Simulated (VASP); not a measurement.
# Si8Mo3 in VASP: single point with PBE

Aim: the single point of Si8Mo3 with PBE.

All numbers are computed with VASP 6.6.1; they aren't measurements. Logs are shortened: lines on timing, memory, paths and dates and some standing lists are left out, and cuts for length are marked.

## Step 1: The cell of the first run

The cell holds a slab with vacuum, 11 atoms: a = 3.200 Å, b = 4.535 Å, c = 29.881 Å, α = 90.00°, β = 90.00°, γ = 110.66°.

## Step 2: Single point, PBE

The input, INCAR:

```
PREC = Accurate
ENCUT = 520
EDIFF = 1E-6
ISMEAR = 0
SIGMA = 0.1
LREAL = F
LASPH = T
NELM = 60
ALGO = Normal
ISIF = 2
LWAVE = F
LCHARG = T
LDIPOL = T
IDIPOL = 3
DIPOL = 0.5 0.5 0.501
GGA = PE
LELF = T
LVHAR = T
LVACPOTAV = T
NBANDS = 48
ISYM = 0
```

The input, KPOINTS:

```
Automatic mesh
0
Gamma
  9 6 1
```

The input, POSCAR:

```
Si8Mo3
1.0
    3.2000000000      0.0000000000      0.0000000000
   -1.6000000000      4.2436812100      0.0000000000
    0.0000000000      0.0000000000     29.8814486343
Si Mo
8 3
Direct
    0.7143367800      0.4286735600      0.3346557967
    0.4278157100      0.8556314200      0.3677841448
    0.8564892650      0.7129785300      0.4338424798
    0.5699681950      0.1399363900      0.4669708372
    0.9973208870      0.9945838776      0.5337127125
    0.7104487146      0.4201961937      0.5680447355
    0.1406165880      0.2822818013      0.6353292601
    0.8838342534      0.7688541254      0.6722593039
    0.1421524850      0.2843049700      0.4008133169
    0.2841800951      0.5682783906      0.4994838686
    0.4234163161      0.8464994912      0.5979416042
```

Potentials or basis: VASP PAW PBE potentials, release 64 (Si, Mo_sv).

Started as:

```console
$ cat potpaw_PBE.64/Si/POTCAR potpaw_PBE.64/Mo_sv/POTCAR > POTCAR
$ mpirun -np 1 vasp_std > vasp.out
```

OUTCAR:

```text
PREC = Accurate
   ENCUT = 520
   EDIFF = 1E-6
   ISMEAR = 0
   LREAL = F
   LASPH = T
   NELM = 60
   ISIF = 2
   GGA = PE
   ISYM = 0

 ion  position               nearest neighbor table
   1  0.714  0.429  0.335-   2 2.61   2 2.61   9 2.62   9 2.62   2 2.63
   2  0.428  0.856  0.368-   1 2.61   1 2.61   3 2.61   3 2.61   9 2.62   9 2.62   9 2.62   1 2.63

   3  0.856  0.713  0.434-  10 2.60  10 2.60   4 2.61   4 2.61   2 2.61   2 2.61   9 2.62   9 2.62
                             9 2.62   4 2.63
   4  0.570  0.140  0.467-  10 2.61  10 2.61   3 2.61   3 2.61  10 2.61   9 2.62   9 2.62   3 2.63
                             5 2.63   5 2.63
   5  0.997  0.995  0.534-  11 2.58  11 2.58   6 2.62   6 2.62  10 2.62  10 2.62   4 2.63   4 2.63
                            10 2.64   6 2.64
   6  0.710  0.420  0.568-  11 2.57  11 2.58  11 2.59   5 2.62   5 2.62   7 2.63   7 2.64   5 2.64
                            10 2.67  10 2.67
   7  0.141  0.282  0.635-   8 2.44   6 2.63   6 2.64  11 2.64  11 2.69  11 2.69   8 2.84   8 2.84

   8  0.884  0.769  0.672-   7 2.44  11 2.76  11 2.76   7 2.84   7 2.84
   9  0.142  0.284  0.401-   3 2.62   3 2.62   4 2.62   4 2.62   1 2.62   1 2.62   2 2.62   2 2.62
                             3 2.62   2 2.62  10 3.19
  10  0.284  0.568  0.499-   3 2.60   3 2.60   4 2.61   4 2.61   4 2.61   5 2.62   5 2.62   5 2.64
                             6 2.67   6 2.67  11 3.17   9 3.19
  11  0.423  0.846  0.598-   6 2.57   6 2.58   5 2.58   5 2.58   6 2.59   7 2.64   7 2.69   7 2.69
                             8 2.76   8 2.76  10 3.17

IMPORTANT INFORMATION: All symmetrisations will be switched off!
NOSYMM: (Re-)initialisation of all symmetry stuff for point group C_1.

----------------------------------------------------------------------------------------

                                     Primitive cell

  volume of cell :     405.7835

  direct lattice vectors                    reciprocal lattice vectors
     3.200000000  0.000000000  0.000000000     0.312500000  0.117822234  0.000000000
    -1.600000000  4.243681210  0.000000000     0.000000000  0.235644468  0.000000000
     0.000000000  0.000000000 29.881448634     0.000000000  0.000000000  0.033465580

  length of vectors
     3.200000000  4.535287225 29.881448634     0.333973545  0.235644468  0.033465580

  position of ions in fractional coordinates (direct lattice)
     0.714336780  0.428673560  0.334655797
     0.427815710  0.855631420  0.367784145
     0.856489265  0.712978530  0.433842480
     0.569968195  0.139936390  0.466970837
     0.997320887  0.994583878  0.533712712
     0.710448715  0.420196194  0.568044736
     0.140616588  0.282281801  0.635329260
     0.883834253  0.768854125  0.672259304
     0.142152485  0.284304970  0.400813317
     0.284180095  0.568278391  0.499483869
     0.423416316  0.846499491  0.597941604

  ion indices of the primitive-cell ions
   primitive index   ion index
                 1           1
                 2           2
                 3           3
                 4           4
                 5           5
                 6           6
                 7           7
                 8           8
                 9           9
                10          10
                11          11

----------------------------------------------------------------------------------------

 KPOINTS: Automatic mesh

Automatic generation of k-mesh.
 Grid dimensions read from file:
 generate k-points for:    9    6    1

 Generating k-lattice:

  Cartesian coordinates                     Fractional coordinates (reciprocal lattice)
     0.034722222  0.013091359  0.000000000     0.111111111 -0.000000000  0.000000000
     0.000000000  0.039274078  0.000000000     0.000000000  0.166666667  0.000000000
     0.000000000  0.000000000  0.033465580     0.000000000  0.000000000  1.000000000

  Length of vectors
     0.037108172  0.039274078  0.033465580

  Shift w.r.t. Gamma in fractional coordinates (k-lattice)
[... 14 lines left out ...]
|        The reciprocal lattice is base centered orthorhombic,                |
|        whereas your k-lattice is simple monoclinic.                         |
|                                                                             |
|     Results are often still useful ...                                      |
|                                                                             |
 -----------------------------------------------------------------------------

 WARNING: IBZKPT: internal override: KBLOWUP is changed to .FALSE.
      ... skipping the blow-up phase ...

 Subroutine IBZKPT returns following result:
 ===========================================

 Found     28 irreducible k-points:

 Following reciprocal coordinates:
            Coordinates               Weight
  0.000000  0.000000  0.000000      1.000000
  0.111111  0.000000  0.000000      2.000000
  0.222222  0.000000  0.000000      2.000000
  0.333333  0.000000  0.000000      2.000000
  0.444444  0.000000  0.000000      2.000000
  0.000000  0.166667  0.000000      2.000000
[... 16 lines left out ...]
 -0.111111  0.333333  0.000000      2.000000
  0.000000  0.500000  0.000000      1.000000
 [... further k-points ...]
   k-points           NKPTS =     28   k-points in BZ     NKDIM =     28   number of bands    NBANDS=     48
   number of dos      NEDOS =    301   number of ions     NIONS =     11
   total plane-waves  NPLWV = 193536
   dimension x,y,z NGX =    24 NGY =   36 NGZ =  224
   dimension x,y,z NGXF=    48 NGYF=   72 NGZF=  448
   ions per type =               8   3
   NGX,Y,Z   is equivalent  to a cutoff of  12.47, 13.20, 12.46 a.u.
   NGXF,Y,Z  is equivalent  to a cutoff of  24.94, 26.39, 24.92 a.u.
 SYSTEM =  unknown system
   PREC   = accura    normal or accurate (medium, high low for compatibility)
   ISTART =      0    job   : 0-new  1-cont  2-samecut
   ICHARG =      2    charge: 1-file 2-atom 10-const
   ISPIN  =      1    spin polarized calculation?
   LNONCOLLINEAR =      F non collinear calculations
   LSORBIT =      F    spin-orbit coupling
   LASPH  =      T    aspherical Exc in radial PAW
   ENCUT  =  520.0 eV  38.22 Ry    6.18 a.u.   5.95  8.43 55.56*2*pi/ulx,y,z
   NELM   =     60;   NELMIN=  2; NELMDL= -5     # of ELM steps
   EDIFF  = 0.1E-05   stopping-criterion for ELM
   LREAL  =      F    real-space projection
   EDIFFG = 0.1E-04   stopping-criterion for IOM
   NSW    =      0    number of steps for IOM
   IBRION =     -1    ionic relax: 0-MD 1-quasi-New 2-CG
   NFREE  =      0    steps in history (QN), initial steepest desc. (CG)
   ISIF   =      2    stress and relaxation
   ISYM   =      0    0-nonsym 1-usesym 2-fastsym
   POTIM  = 0.5000    time-step for ionic-motion
   TEBEG  =    0.0;   TEEND  =   0.0 temperature during run
   PSTRESS=    0.0 pullay stress
   NELECT =      74.0000    total number of electrons
   NUPDOWN=      -1.0000    fix difference up-down
   EMIN   =  10.00;   EMAX   =-10.00  energy-range for DOS
   EFERMI =   0.00;   METHOD = LEGACY
   ISMEAR =     0;   SIGMA  =   0.10  broadening in eV -4-tet -1-fermi 0-gaus
   EFERMI_NEDOS =   21; number of points for ismear=-14 and -15
   IALGO  =     38    algorithm
   IMIX   =      4    mixing-type and parameters
     AMIX     =   0.40;   BMIX     =  1.00
     AMIX_MAG =   1.60;   BMIX_MAG =  1.00
  volume/ion in A,a.u.               =      36.89       248.94
  Fermi-wavevector in a.u.,A,eV,Ry     =   0.928369  1.754363 11.726439  0.861869
  Thomas-Fermi vector in A             =   2.054538
   LORBIT       =      0    0 simple, 1 ext, 2 COOP (PROOUT), +10 PAW based schemes
   GGA     = PE    functional components
   LHFCALC =     F    Hartree Fock is set to
   AEXX    =    0.0000 exact exchange contribution
   IVDW    =     0    specifies the selected vdW correction
   LEPSILON=     F    determine dielectric tensor
   LRPA    =     F    only Hartree local field effects (RPA)
 non-spin polarized calculation
 Gauss-broadening in eV      SIGMA  =   0.10
  energy-cutoff  :      520.00
  volume of cell :      405.78
 maximum number of plane-waves:     10990
   NGX = 11   NGY = 17   NGZ =111

 dipolmoment           0.000000      0.000000     -0.028352 electrons x Angstroem

 number of electron      73.9999999 magnetization

 dipolmoment           0.000000      0.000000      0.030991 electrons x Angstroem

 Free energy of the ion-electron system (eV)
  ---------------------------------------------------
  ext. energy  EPLUGINS =         0.00000000
  ---------------------------------------------------
  free energy    TOTEN  =       -76.61177412 eV

  energy without entropy =      -76.57775995  energy(sigma->0) =      -76.59476704

 E-fermi :   0.8278     XC(G=0):  -5.2634

 val. band max:        0.8220524534   @ k =   0.2222   0.3333   0.0000
 cond. band min:       0.8306882373   @ k =   0.0000   0.1667   0.0000
 fundamental gap:      0.0086357839
 Fermi energy:         0.8277871823

 k-point     1 :       0.0000    0.0000    0.0000
  band No.  band energies     occupation
      1     -59.5715      2.00000
      2     -59.5116      2.00000
      3     -59.4257      2.00000
      4     -33.8114      2.00000
      5     -33.7343      2.00000
      6     -33.6903      2.00000
[... 1213 lines left out ...]
     47       5.8273      0.00000
     48       5.8591      0.00000

 [... further k-points ...]

------------------------ aborting loop because EDIFF is reached ----------------------------------------

  FORCE on cell =-STRESS in cart. coord.  units (eV):
  Direction    XX          YY          ZZ          XY          YZ          ZX
  --------------------------------------------------------------------------------------
  -------------------------------------------------------------------------------------
  Total       -1.7039090     -2.3558855      1.1600039     -0.0359175     -0.4031629     -0.0164002
  in kB       -6.7276377     -9.3018725      4.5801073     -0.1418151     -1.5918302     -0.0647537
  external PRESSURE =      -3.8164676 kB  Pullay stress =       0.0000000 kB

 VOLUME and BASIS-vectors are now :
 -----------------------------------------------------------------------------
  energy-cutoff  :      520.00
  volume of cell :      405.78
      direct lattice vectors                 reciprocal lattice vectors
     3.200000000  0.000000000  0.000000000     0.312500000  0.117822234  0.000000000
    -1.600000000  4.243681210  0.000000000     0.000000000  0.235644468  0.000000000
     0.000000000  0.000000000 29.881448634     0.000000000  0.000000000  0.033465580

 POSITION                                       TOTAL-FORCE (eV/Angst)
 -----------------------------------------------------------------------------------
      1.60000      1.81915     10.00000         0.007978      0.198288     -0.300727
     -0.00000      3.63103     10.98992         0.002597      0.141228     -0.228373
      1.60000      3.02565     12.96384        -0.003864     -0.109699     -0.009078
      1.60000      0.59385     13.95377         0.002975      0.093622      0.150004
      1.60009      4.22070     15.94811        -0.000235     -0.001863      0.003336
      1.60112      1.78318     16.97400        -0.002139     -0.010874     -0.027864
     -0.00168      1.19791     18.98456        -0.000441      0.002034      0.010508
      1.59810      3.26277     20.08808         0.000830      0.015399     -0.000530
     -0.00000      1.20650     11.97688        -0.009106     -0.323345      0.373048
      0.00013      2.41159     14.92530         0.000391     -0.000057      0.008431
      0.00053      3.59227     17.86736         0.001016     -0.004733      0.021244
 -----------------------------------------------------------------------------------
    total drift:                                0.000093      0.000175      0.000822

  FREE ENERGIE OF THE ION-ELECTRON SYSTEM (eV)
  ---------------------------------------------------
  free  energy   TOTEN  =       -76.6117741199 eV

  energy  without entropy=      -76.5777599516  energy(sigma->0) =      -76.59476704

 vacuum level on the upper side and lower side of the slab         6.470         6.057
```

Run time: 30 min. Hardware: 1 thread of Intel Xeon 8259CL, shared host; peak memory 0.72 GiB.

Results:

* Free energy: -76.6118 eV
* Largest force: 0.494 eV/Å
* Band gap on the k mesh: zero (bands 37 and 38 overlap by 0.51 eV)

Forces in eV/Å, atoms in the order of the input:
```
Si   0.008  0.198 -0.301
Si   0.003  0.141 -0.228
Si  -0.004 -0.110 -0.009
Si   0.003  0.094  0.150
Si   0.000 -0.002  0.003
Si  -0.002 -0.011 -0.028
Si   0.000  0.002  0.011
Si   0.001  0.015 -0.001
Mo  -0.009 -0.323  0.373
Mo   0.000  0.000  0.008
Mo   0.001 -0.005  0.021
```

Levels at points of the mesh, in eV from the Fermi level:
| k point | band 35 | band 36 | band 37 | band 38 | band 39 | band 40 |
| --- | --- | --- | --- | --- | --- | --- |
| (0.00, 0.00, 0.00) | -0.54 | -0.33 | -0.08 | 0.29 | 2.05 | 2.46 |
| (0.00, 0.50, 0.00) | -0.18 | 0.07 | 0.14 | 0.22 | 0.66 | 1.10 |
